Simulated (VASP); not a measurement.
Write the native input for VASP 6.6.1 that does the following.

| Property | Result |
| --- | --- |
| Task | single point |
| Functional | SVWN5 |
| Potentials or basis | VASP PAW PBE potentials, release 64 (Mn_pv, O) |
| Cutoff | 520 eV |
| k mesh | 10 × 10 × 10 |
| Occupations | fermi-dirac, width 0.05 eV |
| Spin | collinear spin, ferromagnetic start |
| Starting moments | [4.0, 0.0] μB |
| Dipole correction | no |
| Further INCAR settings | ALGO = Normal; EDIFF = 1e-07; NBANDS = 20 |

The structure of MnO lies in POSCAR:

```
MnO
1.0
    0.0000000000      2.1135665887      2.1135665887
    2.1135665887      0.0000000000      2.1135665887
    2.1135665887      2.1135665887      0.0000000000
Mn O
1 1
Direct
    0.0000000000      0.0000000000      0.0000000000
    0.5000000000      0.5000000000      0.5000000000
```

The input as run:

INCAR

```
ALGO = Normal
EDIFF = 1E-7
ENCUT = 520
GGA = VW
ISIF = 2
ISMEAR = -1
ISPIN = 2
LASPH = True
LCHARG = False
LMAXMIX = 4
LORBIT = 11
LREAL = False
LWAVE = False
MAGMOM = 4 0
NBANDS = 20
NELM = 150
PREC = Accurate
SIGMA = 0.05
```

KPOINTS

```
k-points
0
Gamma
  10 10 10
```

Potentials or basis: VASP PAW PBE potentials, release 64 (Mn_pv, O).

The run is started by

```console
$ cat potpaw_PBE.64/Mn_pv/POTCAR potpaw_PBE.64/O/POTCAR > POTCAR
$ mpirun -np 1 vasp_std > vasp.out
```

It gave:

```json
{
 "Pressure": "-4.7 GPa",
 "Net moment": "3.87 μB per cell",
 "Site moments": "Mn +3.57; O +0.14 μB",
 "Valence electrons inside the program's atomic spheres": "Mn 11.59; O 4.98"
}
```

Caveat: the PAW data sets were made with another functional, which shifts forces and pressure a little; a cell with one magnetic atom can't hold antiferromagnetic order, which such compounds often take.

Run time: 36 s on 1 thread of AMD EPYC 7R13 Processor (Zen 3) (shared host), peak memory 0.12 GiB.
